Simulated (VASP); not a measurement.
# Sb (P-1) in VASP: single point with PBEsol

Aim: the single point of Sb with PBEsol.

Program: VASP 6.6.1. These are calculated values, not measurements. Logs are shortened: lines on timing, memory, paths and dates and some standing lists are left out, and cuts for length are marked.

### Step 1. The cell of the first run

The typed cell holds 2 atoms: a = 3.370 Å, b = 3.325 Å, c = 5.331 Å, α = 89.36°, β = 88.27°, γ = 118.70°.

### Step 2. Single point, PBEsol (equal xy, yz and zx shear strains of +3 %)

The input, INCAR:

```
PREC = Accurate
ENCUT = 520
EDIFF = 1E-7
ISMEAR = -1
SIGMA = 0.05
LREAL = False
LASPH = True
NELM = 60
ALGO = Normal
ISIF = 2
LWAVE = False
LCHARG = False
GGA = PS
NBANDS = 12
```

The input, KPOINTS:

```
Automatic mesh
0
Gamma
  12 12 7
```

The input, POSCAR:

```
Sb
1.0
    3.3690001795      0.0505350027      0.0505350027
   -1.6407354937      2.8923722395      0.0184970948
    0.0799500000      0.0799500000      5.3300000000
Sb
2
Direct
    0.3333333333      0.6666666667      0.2500000000
    0.6666666667      0.3333333333      0.7500000000
```

Potentials or basis: VASP PAW PBE potentials, release 64 (Sb).

Run with:

```bash
cat potpaw_PBE.64/Sb/POTCAR > POTCAR
mpirun -np 1 vasp_std > vasp.out
```

OUTCAR:

```text
PREC = Accurate
   ENCUT = 520
   EDIFF = 1E-7
   ISMEAR = -1
   LREAL = False
   LASPH = True
   NELM = 60
   ISIF = 2
   GGA = PS

 ion  position               nearest neighbor table
   1  0.333  0.667  0.250-   2 3.25   2 3.25   2 3.27   2 3.30   2 3.35   2 3.38
   2  0.667  0.333  0.750-   1 3.25   1 3.25   1 3.27   1 3.30   1 3.35   1 3.38

  LATTYP: Found a triclinic cell.
 ALAT       =     3.4135563993
 B/A-ratio  =     2.2806343159
 C/A-ratio  =     0.9871693112
 COS(alpha) =     0.0019612707
 COS(beta)  =     0.5194127995
 COS(gamma) =     0.6242232475

  Lattice vectors:

 A1 = (  -1.7282646858,  -2.9429072422,  -0.0690320975)
 A2 = (  -0.0075791921,  -5.7553294817,   5.2424708077)
 A3 = (  -3.3690001795,  -0.0505350027,  -0.0505350027)

Analysis of symmetry for initial positions (statically):
=====================================================================
 Subroutine PRICEL returns:
 Original cell was already a primitive cell.

 Routine SETGRP: Setting up the symmetry group for a
 triclinic supercell.

 Subroutine GETGRP returns: Found  2 space group operations
 (whereof  2 operations were pure point group operations)
 out of a pool of  2 trial point group operations.

The static configuration has the point symmetry S_2 .

Analysis of symmetry for dynamics (positions and initial velocities):
=====================================================================
 Subroutine PRICEL returns:
 Original cell was already a primitive cell.

 Routine SETGRP: Setting up the symmetry group for a
 triclinic supercell.

 Subroutine GETGRP returns: Found  2 space group operations
 (whereof  2 operations were pure point group operations)
 out of a pool of  2 trial point group operations.

The dynamic configuration has the point symmetry S_2 .

 Subroutine INISYM returns: Found  2 space group operations
 (whereof  2 operations are pure point group operations),
 and found     1 'primitive' translations

----------------------------------------------------------------------------------------

                                     Primitive cell

  volume of cell :      52.3564

  direct lattice vectors                    reciprocal lattice vectors
     3.369000179  0.050535003  0.050535003     0.294421917  0.167058902 -0.006922212
    -1.640735494  2.892372240  0.018497095    -0.005067411  0.342894817 -0.005067411
     0.079950000  0.079950000  5.330000000    -0.002773899 -0.002773899  0.187700478

  length of vectors
     3.369758119  3.325383027  5.331199115     0.338586561  0.342969697  0.187741467

  position of ions in fractional coordinates (direct lattice)
     0.333333333  0.666666667  0.250000000
     0.666666667  0.333333333  0.750000000

  ion indices of the primitive-cell ions
   primitive index   ion index
                 1           1
                 2           2

----------------------------------------------------------------------------------------

 KPOINTS: Automatic mesh

Automatic generation of k-mesh.
 Grid dimensions read from file:
 generate k-points for:   12   12    7

 Generating k-lattice:

  Cartesian coordinates                     Fractional coordinates (reciprocal lattice)
     0.024535160  0.013921575 -0.000576851     0.083333333 -0.000000000  0.000000000
    -0.000422284  0.028574568 -0.000422284     0.000000000  0.083333333  0.000000000
    -0.000396271 -0.000396271  0.026814354     0.000000000 -0.000000000  0.142857143

  Length of vectors
     0.028215547  0.028580808  0.026820210

  Shift w.r.t. Gamma in fractional coordinates (k-lattice)
     0.000000000  0.000000000  0.000000000

 Subroutine IBZKPT returns following result:
 ===========================================

 Found    506 irreducible k-points:

 Following reciprocal coordinates:
            Coordinates               Weight
  0.000000  0.000000  0.000000      1.000000
  0.083333  0.000000  0.000000      2.000000
  0.166667  0.000000 -0.000000      2.000000
  0.250000 -0.000000 -0.000000      2.000000
  0.333333  0.000000  0.000000      2.000000
  0.416667  0.000000 -0.000000      2.000000
[... 16 lines left out ...]
  0.250000  0.166667 -0.000000      2.000000
  0.333333  0.166667 -0.000000      2.000000
 [... further k-points ...]
   k-points           NKPTS =    506   k-points in BZ     NKDIM =    506   number of bands    NBANDS=     12
   number of dos      NEDOS =    301   number of ions     NIONS =      2
   total plane-waves  NPLWV =  31360
   dimension x,y,z NGX =    28 NGY =   28 NGZ =   40
   dimension x,y,z NGXF=    56 NGYF=   56 NGZF=   80
   ions per type =               2
   NGX,Y,Z   is equivalent  to a cutoff of  13.81, 14.00, 12.47 a.u.
   NGXF,Y,Z  is equivalent  to a cutoff of  27.63, 28.00, 24.95 a.u.
 SYSTEM =  unknown system
   PREC   = accura    normal or accurate (medium, high low for compatibility)
   ISTART =      0    job   : 0-new  1-cont  2-samecut
   ICHARG =      2    charge: 1-file 2-atom 10-const
   ISPIN  =      1    spin polarized calculation?
   LNONCOLLINEAR =      F non collinear calculations
   LSORBIT =      F    spin-orbit coupling
   LASPH  =      T    aspherical Exc in radial PAW
   ENCUT  =  520.0 eV  38.22 Ry    6.18 a.u.   6.27  6.18  9.91*2*pi/ulx,y,z
   NELM   =     60;   NELMIN=  2; NELMDL= -5     # of ELM steps
   EDIFF  = 0.1E-06   stopping-criterion for ELM
   LREAL  =      F    real-space projection
   EDIFFG = 0.1E-05   stopping-criterion for IOM
   NSW    =      0    number of steps for IOM
   IBRION =     -1    ionic relax: 0-MD 1-quasi-New 2-CG
   NFREE  =      0    steps in history (QN), initial steepest desc. (CG)
   ISIF   =      2    stress and relaxation
   ISYM   =      2    0-nonsym 1-usesym 2-fastsym
   POTIM  = 0.5000    time-step for ionic-motion
   TEBEG  =    0.0;   TEEND  =   0.0 temperature during run
   PSTRESS=    0.0 pullay stress
   NELECT =      10.0000    total number of electrons
   NUPDOWN=      -1.0000    fix difference up-down
   EMIN   =  10.00;   EMAX   =-10.00  energy-range for DOS
   EFERMI =   0.00;   METHOD = LEGACY
   ISMEAR =    -1;   SIGMA  =   0.05  broadening in eV -4-tet -1-fermi 0-gaus
   EFERMI_NEDOS =   21; number of points for ismear=-14 and -15
   IALGO  =     38    algorithm
   IMIX   =      4    mixing-type and parameters
     AMIX     =   0.40;   BMIX     =  1.00
     AMIX_MAG =   1.60;   BMIX_MAG =  1.00
  volume/ion in A,a.u.               =      26.18       176.66
  Fermi-wavevector in a.u.,A,eV,Ry     =   0.942797  1.781628 12.093765  0.888867
  Thomas-Fermi vector in A             =   2.070442
   LORBIT       =      0    0 simple, 1 ext, 2 COOP (PROOUT), +10 PAW based schemes
   GGA     = PS    functional components
   LHFCALC =     F    Hartree Fock is set to
   AEXX    =    0.0000 exact exchange contribution
   IVDW    =     0    specifies the selected vdW correction
   LEPSILON=     F    determine dielectric tensor
   LRPA    =     F    only Hartree local field effects (RPA)
 non-spin polarized calculation
  energy-cutoff  :      520.00
  volume of cell :       52.36
 maximum number of plane-waves:      1426
 NGX is ok and might be reduce to    28
   NGX = 13   NGY = 13   NGZ = 19

 number of electron      10.0000000 magnetization

 Free energy of the ion-electron system (eV)
  ---------------------------------------------------
  ext. energy  EPLUGINS =         0.00000000
  ---------------------------------------------------
  free energy    TOTEN  =        -8.68050715 eV

  energy without entropy =       -8.67017092  energy(sigma->0) =       -8.67533903

 E-fermi :   8.7795     XC(G=0): -10.4531

 val. band max:        8.7774440130   @ k =   0.3333   0.2500   0.0000
 cond. band min:       8.7816763785   @ k =   0.1667   0.0000   0.1429
 fundamental gap:      0.0042323655
 Fermi energy:         8.7794665894

 k-point     1 :       0.0000    0.0000    0.0000
  band No.  band energies     occupation
      1      -4.4209      2.00000
      2      -0.1778      2.00000
      3       2.7920      2.00000
      4      11.9075      0.00000
      5      12.2650      0.00000
      6      13.6437      0.00000
      7      14.0672      0.00000
      8      14.8291      0.00000
      9      16.2069      0.00000
     10      17.6078      0.00000
     11      18.3493      0.00000
     12      18.9448      0.00000

 k-point     2 :       0.0833    0.0000    0.0000
  band No.  band energies     occupation
      1      -4.3022      2.00000
      2      -0.0791      2.00000
      3       2.9183      2.00000
      4      10.6716      0.00000
      5      11.8169      0.00000
      6      13.1407      0.00000
      7      14.1897      0.00000
      8      14.5972      0.00000
      9      16.5659      0.00000
     10      17.3927      0.00000
     11      18.8350      0.00000
     12      18.9201      0.00000

 k-point     3 :       0.1667    0.0000   -0.0000
  band No.  band energies     occupation
      1      -3.9476      2.00000
      2       0.2073      2.00000
      3       3.2939      2.00000
      4       8.5690      1.97075
      5      11.0219      0.00000
      6      11.6805      0.00000
      7      13.7526      0.00000
      8      14.1234      0.00000
      9      15.4263      0.00000
     10      17.9534      0.00000
     11      18.6207      0.00000
     12      19.2527      0.00000

 k-point     4 :       0.2500   -0.0000   -0.0000
  band No.  band energies     occupation
      1      -3.3638      2.00000
      2       0.6359      2.00000
      3       3.9067      2.00000
      4       6.5328      2.00000
      5       9.9036      0.00000
      6      10.2685      0.00000
      7      12.3765      0.00000
      8      13.7238      0.00000
      9      14.4212      0.00000
     10      17.3022      0.00000
     11      18.4689      0.00000
     12      18.9163      0.00000

 k-point     5 :       0.3333    0.0000    0.0000
  band No.  band energies     occupation
      1      -2.5700      2.00000
      2       1.0368      2.00000
      3       4.7258      2.00000
      4       4.9115      2.00000
      5       8.1505      1.99999
      6       9.6814      0.00000
      7      10.7935      0.00000
      8      13.2840      0.00000
      9      13.7493      0.00000
     10      16.8754      0.00000
     11      18.0843      0.00000
     12      18.4921      0.00000
[... 228 lines left out ...]
      1      -3.5876      2.00000
      2       0.4904      2.00000
      3       3.6713      2.00000
      4       7.7523      2.00000
      5       9.1595      0.00100
      6      11.4812      0.00000
      7      12.7985      0.00000
      8      13.2030      0.00000
      9      15.7415      0.00000
     10      16.8563      0.00000
     11      18.1169      0.00000
     12      18.7440      0.00000

 k-point    22 :       0.1667    0.1667    0.0000
  band No.  band energies     occupation
      1      -3.0155      2.00000
      2       0.8772      2.00000
      3       4.2721      2.00000
      4       6.6343      2.00000
      5       7.5508      2.00000
      6      10.5535      0.00000
      7      11.5608      0.00000
      8      12.0797      0.00000
      9      15.4722      0.00000
     10      16.9823      0.00000
     11      17.6787      0.00000
     12      19.0641      0.00000

 k-point    23 :       0.2500    0.1667   -0.0000
  band No.  band energies     occupation
      1      -2.2360      2.00000
      2       1.2201      2.00000
      3       5.0762      2.00000
      4       5.3047      2.00000
      5       6.7355      2.00000
      6       9.0143      0.01808
      7      10.7504      0.00000
      8      10.8971      0.00000
      9      14.5058      0.00000
     10      16.8580      0.00000
     11      19.1077      0.00000
     12      19.6734      0.00000

 k-point    24 :       0.3333    0.1667   -0.0000
  band No.  band energies     occupation
      1      -1.3145      2.00000
      2       1.0994      2.00000
      3       4.5882      2.00000
      4       5.9633      2.00000
      5       6.4117      2.00000
      6       7.6184      2.00000
      7       9.4186      0.00001
      8      10.5473      0.00000
      9      13.9886      0.00000
     10      16.5394      0.00000
     11      20.3356      0.00000
     12      20.5048      0.00000

 [... further k-points ...]
[... 5 lines left out ...]
  --------------------------------------------------------------------------------------
  -------------------------------------------------------------------------------------
  Total        0.0163181      0.0978381     -0.2216417      0.0885524     -0.0954046     -0.0845915
  in kB        0.4993564      2.9939812     -6.7825427      2.7098269     -2.9195116     -2.5886152
  external PRESSURE =      -1.0964017 kB  Pullay stress =       0.0000000 kB

 VOLUME and BASIS-vectors are now :
 -----------------------------------------------------------------------------
  energy-cutoff  :      520.00
  volume of cell :       52.36
      direct lattice vectors                 reciprocal lattice vectors
     3.369000179  0.050535003  0.050535003     0.294421917  0.167058902 -0.006922212
    -1.640735494  2.892372240  0.018497095    -0.005067411  0.342894817 -0.005067411
     0.079950000  0.079950000  5.330000000    -0.002773899 -0.002773899  0.187700478

 POSITION                                       TOTAL-FORCE (eV/Angst)
 -----------------------------------------------------------------------------------
      0.04916      1.96508      1.36168        -0.028702     -0.005876     -0.007378
      1.75905      1.05778      4.03736         0.028702      0.005876      0.007378
 -----------------------------------------------------------------------------------
    total drift:                                0.000000     -0.000000     -0.000000

  FREE ENERGIE OF THE ION-ELECTRON SYSTEM (eV)
  ---------------------------------------------------
  free  energy   TOTEN  =        -8.6805071483 eV

  energy  without entropy=       -8.6701709188  energy(sigma->0) =       -8.67533903
```

It took 96 s on 1 thread of Intel Xeon 6975P-C (Granite Rapids), shared host; peak memory 0.39 GiB.

Results:

| Property | Result |
| --- | --- |
| Free energy | -8.6805 eV |
| Pressure | -0.1 GPa |
| Largest force | 0.030 eV/Å |
| Band gap on the k mesh | zero (band 5 reaches 12.51 eV, above the bottom of band 6 at 5.81 eV) |

Forces in eV/Å, atoms in the order of the input:
```
Sb  -0.029 -0.006 -0.007
Sb   0.029  0.006  0.007
```

Levels at points of the mesh, in eV from the Fermi level:
```tsv
k point	band 3	band 4	band 5	band 6	band 7	band 8
(0.00, 0.00, 0.00)	-5.99	3.13	3.49	4.86	5.29	6.05
(0.50, 0.00, 0.00)	-4.32	-3.12	-2.38	-0.23	0.41	4.08
(0.00, 0.50, 0.00)	-4.27	-3.02	-2.33	-0.20	0.12	3.74
(0.50, 0.50, 0.00)	-4.22	-2.91	-2.28	-0.19	-0.18	3.39
```

Caveat: the cell differs from its parent crystal (equal xy, yz and zx shear strains of +3 %); the PAW data sets were made with another functional, which shifts forces and pressure a little; spin-orbit coupling is left out, which moves the levels of the heavy elements.
